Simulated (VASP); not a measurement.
# KBr (I4/mmm) in VASP: notebook

KBr is run at these levels: PBE; tasks: single point.

Everything below comes from runs of VASP 6.6.1. Logs are shortened: lines on timing, memory, paths and dates and some standing lists are left out, and cuts for length are marked.

## (1) The cell of the first run

It takes space group I4/mmm (No. 139, tetragonal). Conventional cell: a = 4.656 Å, b = 4.656 Å, c = 6.848 Å, α = 90.00°, β = 90.00°, γ = 90.00°. Within 4.3 Å of K (site symmetry 4/mmm) lie 6 Br at 3.29 to 3.42 Å. Br (site symmetry 4/mmm) has 6 K at 3.29 to 3.42 Å within 4.3 Å.

## (2) Single point, PBE (strain +0.000 along x and y, +0.040 along z)

INCAR reads:

```
ALGO = Normal ; EDIFF = 1E-6
ENCUT = 520 ; GGA = PE
ISIF = 2 ; ISMEAR = 0
LASPH = True ; LCHARG = False
LREAL = False ; LWAVE = False
NBANDS = 15 ; NELM = 100
PREC = Accurate ; SIGMA = 0.05
```

KPOINTS reads:

```
k-points
0
Gamma
  6 6 6
```

POSCAR reads:

```
KBr
1.0
    0.0000000000      3.2925000000      3.4242000000
    3.2925000000      0.0000000000      3.4242000000
    3.2925000000      3.2925000000      0.0000000000
K Br
1 1
Direct
    0.0000000000      0.0000000000      0.0000000000
    0.5000000000      0.5000000000      0.5000000000
```

Potentials or basis: VASP PAW PBE potentials, release 64 (K_sv, Br).

The run is started by

```bash
cat potpaw_PBE.64/K_sv/POTCAR potpaw_PBE.64/Br/POTCAR > POTCAR
mpirun -np 1 vasp_std > vasp.out
```

OUTCAR:

```text
EDIFF = 1E-6
   ENCUT = 520
   GGA = PE
   ISIF = 2
   ISMEAR = 0
   LASPH = True
   LREAL = False
   NELM = 100
   PREC = Accurate

 ion  position               nearest neighbor table
   1  0.000  0.000  0.000-   2 3.29   2 3.29   2 3.29   2 3.29
   2  0.500  0.500  0.500-   1 3.29   1 3.29   1 3.29   1 3.29

  LATTYP: Found a body centered tetragonal cell.
 ALAT       =     4.6562981541
 C/A-ratio  =     1.4707821049

  Lattice vectors:

 A1 = (  -3.2925000000,   0.0000000000,   3.4242000000)
 A2 = (   3.2925000000,   0.0000000000,   3.4242000000)
 A3 = (   0.0000000000,   3.2925000000,  -3.4242000000)

Analysis of symmetry for initial positions (statically):
=====================================================================
 Subroutine PRICEL returns:
 Original cell was already a primitive cell.

 Routine SETGRP: Setting up the symmetry group for a
 body centered tetragonal supercell.

 Subroutine GETGRP returns: Found 16 space group operations
 (whereof 16 operations were pure point group operations)
 out of a pool of 16 trial point group operations.

The static configuration has the point symmetry D_4h.

Analysis of symmetry for dynamics (positions and initial velocities):
=====================================================================
 Subroutine PRICEL returns:
 Original cell was already a primitive cell.

 Routine SETGRP: Setting up the symmetry group for a
 body centered tetragonal supercell.

 Subroutine GETGRP returns: Found 16 space group operations
 (whereof 16 operations were pure point group operations)
 out of a pool of 16 trial point group operations.

The dynamic configuration has the point symmetry D_4h.

 Subroutine INISYM returns: Found 16 space group operations
 (whereof 16 operations are pure point group operations),
 and found     1 'primitive' translations

----------------------------------------------------------------------------------------

                                     Primitive cell

  volume of cell :      74.2405

  direct lattice vectors                    reciprocal lattice vectors
     0.000000000  3.292500000  3.424200000    -0.151860289  0.151860289  0.146019508
     3.292500000  0.000000000  3.424200000     0.151860289 -0.151860289  0.146019508
     3.292500000  3.292500000  0.000000000     0.151860289  0.151860289 -0.146019508

  length of vectors
     4.750337029  4.750337029  4.656298154     0.259701350  0.259701350  0.259701350

  position of ions in fractional coordinates (direct lattice)
     0.000000000  0.000000000  0.000000000
     0.500000000  0.500000000  0.500000000

  ion indices of the primitive-cell ions
   primitive index   ion index
                 1           1
                 2           2

----------------------------------------------------------------------------------------

 KPOINTS: k-points

Automatic generation of k-mesh.
 Grid dimensions read from file:
 generate k-points for:    6    6    6

 Generating k-lattice:

  Cartesian coordinates                     Fractional coordinates (reciprocal lattice)
    -0.025310048  0.025310048  0.024336585     0.166666667  0.000000000  0.000000000
     0.025310048 -0.025310048  0.024336585     0.000000000  0.166666667  0.000000000
     0.025310048  0.025310048 -0.024336585    -0.000000000 -0.000000000  0.166666667

  Length of vectors
     0.043283558  0.043283558  0.043283558

  Shift w.r.t. Gamma in fractional coordinates (k-lattice)
     0.000000000  0.000000000  0.000000000

 Subroutine IBZKPT returns following result:
 ===========================================

 Found     30 irreducible k-points:

 Following reciprocal coordinates:
            Coordinates               Weight
  0.000000  0.000000  0.000000      1.000000
  0.166667  0.000000  0.000000      8.000000
  0.333333 -0.000000  0.000000      8.000000
  0.500000  0.000000  0.000000      4.000000
  0.166667  0.166667  0.000000      2.000000
  0.333333  0.166667  0.000000      8.000000
[... 16 lines left out ...]
  0.333333  0.000000  0.333333      4.000000
  0.500000  0.000000  0.333333     16.000000
 [... further k-points ...]
   k-points           NKPTS =     30   k-points in BZ     NKDIM =     30   number of bands    NBANDS=     15
   number of dos      NEDOS =    301   number of ions     NIONS =      2
   total plane-waves  NPLWV =  46656
   dimension x,y,z NGX =    36 NGY =   36 NGZ =   36
   dimension x,y,z NGXF=    72 NGYF=   72 NGZF=   72
   ions per type =               1   1
   NGX,Y,Z   is equivalent  to a cutoff of  12.60, 12.60, 12.85 a.u.
   NGXF,Y,Z  is equivalent  to a cutoff of  25.20, 25.20, 25.71 a.u.
 SYSTEM =  unknown system
   PREC   = accura    normal or accurate (medium, high low for compatibility)
   ISTART =      0    job   : 0-new  1-cont  2-samecut
   ICHARG =      2    charge: 1-file 2-atom 10-const
   ISPIN  =      1    spin polarized calculation?
   LNONCOLLINEAR =      F non collinear calculations
   LSORBIT =      F    spin-orbit coupling
   LASPH  =      T    aspherical Exc in radial PAW
   ENCUT  =  520.0 eV  38.22 Ry    6.18 a.u.   8.83  8.83  8.66*2*pi/ulx,y,z
   NELM   =    100;   NELMIN=  2; NELMDL= -5     # of ELM steps
   EDIFF  = 0.1E-05   stopping-criterion for ELM
   LREAL  =      F    real-space projection
   EDIFFG = 0.1E-04   stopping-criterion for IOM
   NSW    =      0    number of steps for IOM
   IBRION =     -1    ionic relax: 0-MD 1-quasi-New 2-CG
   NFREE  =      0    steps in history (QN), initial steepest desc. (CG)
   ISIF   =      2    stress and relaxation
   ISYM   =      2    0-nonsym 1-usesym 2-fastsym
   POTIM  = 0.5000    time-step for ionic-motion
   TEBEG  =    0.0;   TEEND  =   0.0 temperature during run
   PSTRESS=    0.0 pullay stress
   NELECT =      16.0000    total number of electrons
   NUPDOWN=      -1.0000    fix difference up-down
   EMIN   =  10.00;   EMAX   =-10.00  energy-range for DOS
   EFERMI =   0.00;   METHOD = LEGACY
   ISMEAR =     0;   SIGMA  =   0.05  broadening in eV -4-tet -1-fermi 0-gaus
   EFERMI_NEDOS =   21; number of points for ismear=-14 and -15
   IALGO  =     38    algorithm
   IMIX   =      4    mixing-type and parameters
     AMIX     =   0.40;   BMIX     =  1.00
     AMIX_MAG =   1.60;   BMIX_MAG =  1.00
  volume/ion in A,a.u.               =      37.12       250.50
  Fermi-wavevector in a.u.,A,eV,Ry     =   0.981525  1.854813 13.107729  0.963391
  Thomas-Fermi vector in A             =   2.112538
   LORBIT       =      0    0 simple, 1 ext, 2 COOP (PROOUT), +10 PAW based schemes
   GGA     = PE    functional components
   LHFCALC =     F    Hartree Fock is set to
   AEXX    =    0.0000 exact exchange contribution
   IVDW    =     0    specifies the selected vdW correction
   LEPSILON=     F    determine dielectric tensor
   LRPA    =     F    only Hartree local field effects (RPA)
 non-spin polarized calculation
 Gauss-broadening in eV      SIGMA  =   0.05
  energy-cutoff  :      520.00
  volume of cell :       74.24
 maximum number of plane-waves:      2036
   NGX = 17   NGY = 17   NGZ = 17

 number of electron      15.9999999 magnetization

 Free energy of the ion-electron system (eV)
  ---------------------------------------------------
  ext. energy  EPLUGINS =         0.00000000
  ---------------------------------------------------
  free energy    TOTEN  =        -6.21626411 eV

  energy without entropy =       -6.21626411  energy(sigma->0) =       -6.21626411

 E-fermi :  -1.5441     XC(G=0):  -7.2401

 val. band max:       -1.8616685419   @ k =   0.0000   0.0000   0.0000
 cond. band min:       2.4803973265   @ k =   0.0000   0.0000   0.0000
 fundamental gap:      4.3420658684
 Fermi energy:        -1.5441385931

 k-point     1 :       0.0000    0.0000    0.0000
  band No.  band energies     occupation
      1     -29.7140      2.00000
      2     -14.1218      2.00000
      3     -13.1923      2.00000
      4     -13.1883      2.00000
      5     -13.1883      2.00000
      6      -1.8744      2.00000
      7      -1.8617      2.00000
      8      -1.8617      2.00000
      9       2.4804      0.00000
     10       5.5784      0.00000
     11       5.8107      0.00000
     12       5.8107      0.00000
     13       6.4563      0.00000
     14       6.6170      0.00000
     15       9.6588      0.00000

 k-point     2 :       0.1667    0.0000    0.0000
  band No.  band energies     occupation
      1     -29.7128      2.00000
      2     -14.1730      2.00000
      3     -13.1938      2.00000
      4     -13.1886      2.00000
      5     -13.1216      2.00000
      6      -2.2117      2.00000
      7      -1.9521      2.00000
      8      -1.9441      2.00000
      9       3.1148      0.00000
     10       5.5754      0.00000
     11       5.9872      0.00000
     12       6.1174      0.00000
     13       6.7909      0.00000
     14       6.9653      0.00000
     15      10.5013      0.00000

 k-point     3 :       0.3333   -0.0000    0.0000
  band No.  band energies     occupation
      1     -29.7104      2.00000
      2     -14.2597      2.00000
      3     -13.1984      2.00000
      4     -13.1893      2.00000
      5     -13.0017      2.00000
      6      -2.7563      2.00000
      7      -2.1054      2.00000
      8      -2.0996      2.00000
      9       4.2292      0.00000
     10       5.7756      0.00000
     11       6.8254      0.00000
     12       6.9435      0.00000
     13       7.6351      0.00000
     14       7.8440      0.00000
     15       9.3981      0.00000
[... 343 lines left out ...]
 k-point    23 :       0.3333    0.0000    0.3333
  band No.  band energies     occupation
      1     -29.7091      2.00000
      2     -14.1405      2.00000
      3     -13.2170      2.00000
      4     -13.2137      2.00000
      5     -13.1333      2.00000
      6      -2.6509      2.00000
      7      -2.1078      2.00000
      8      -2.0882      2.00000
      9       4.3306      0.00000
     10       4.5596      0.00000
     11       7.1911      0.00000
     12       7.6817      0.00000
     13       7.9656      0.00000
     14       8.0509      0.00000
     15       8.9061      0.00000

 k-point    24 :       0.5000    0.0000    0.3333
  band No.  band energies     occupation
      1     -29.7080      2.00000
      2     -14.1121      2.00000
      3     -13.2390      2.00000
      4     -13.2169      2.00000
      5     -13.1505      2.00000
      6      -2.6310      2.00000
      7      -2.2785      2.00000
      8      -2.1593      2.00000
      9       4.4194      0.00000
     10       5.4424      0.00000
     11       6.9721      0.00000
     12       7.6468      0.00000
     13       7.8295      0.00000
     14       8.4841      0.00000
     15       9.0116      0.00000

 [... further k-points ...]

------------------------ aborting loop because EDIFF is reached ----------------------------------------

  FORCE on cell =-STRESS in cart. coord.  units (eV):
  Direction    XX          YY          ZZ          XY          YZ          ZX
  --------------------------------------------------------------------------------------
  -------------------------------------------------------------------------------------
  Total        0.2996802      0.2996802     -0.1714394      0.0000000     -0.0000000      0.0000000
  in kB        6.4673731      6.4673731     -3.6998205      0.0000000     -0.0000000      0.0000000
  external PRESSURE =       3.0783086 kB  Pullay stress =       0.0000000 kB

 VOLUME and BASIS-vectors are now :
 -----------------------------------------------------------------------------
  energy-cutoff  :      520.00
  volume of cell :       74.24
      direct lattice vectors                 reciprocal lattice vectors
     0.000000000  3.292500000  3.424200000    -0.151860289  0.151860289  0.146019508
     3.292500000  0.000000000  3.424200000     0.151860289 -0.151860289  0.146019508
     3.292500000  3.292500000  0.000000000     0.151860289  0.151860289 -0.146019508

 POSITION                                       TOTAL-FORCE (eV/Angst)
 -----------------------------------------------------------------------------------
      0.00000      0.00000      0.00000        -0.000000      0.000000     -0.000000
      3.29250      3.29250      3.42420         0.000000     -0.000000      0.000000
 -----------------------------------------------------------------------------------
    total drift:                                0.000000      0.000000      0.000000

  FREE ENERGIE OF THE ION-ELECTRON SYSTEM (eV)
  ---------------------------------------------------
  free  energy   TOTEN  =        -6.2162641135 eV

  energy  without entropy=       -6.2162641135  energy(sigma->0) =       -6.21626411
```

Wall time 44 s (1 thread of Intel Xeon 8259CL, shared host); peak memory 0.22 GiB.

Results:

```
Free energy            : -6.2163 eV
Pressure               : 0.3 GPa
Band gap on the k mesh : 4.34 eV
```

Stress tensor (GPa, compression positive):
```
 0.65  0.00  0.00
 0.00  0.65  0.00
 0.00  0.00 -0.37
```

Levels at points of the mesh, in eV from the valence-band top:
```csv
k point,band 5,band 6,band 7,band 8,band 9,band 10,band 11,band 12
"(0.00, 0.00, 0.00)",-11.33,-0.01,0.00,0.00,4.34,7.44,7.67,7.67
"(0.50, 0.00, 0.00)",-11.09,-1.12,-0.32,-0.31,6.51,8.10,9.67,9.69
"(0.50, 0.50, 0.00)",-11.35,-0.81,-0.25,-0.25,5.93,7.05,9.18,9.26
"(0.50, 0.00, 0.50)",-11.36,-0.77,-0.31,-0.28,5.88,7.09,9.34,9.39
```

Caveat: the cell differs from its parent crystal (strain +0.000 along x and y, +0.040 along z).

(Part 1 of 2 ends here.)
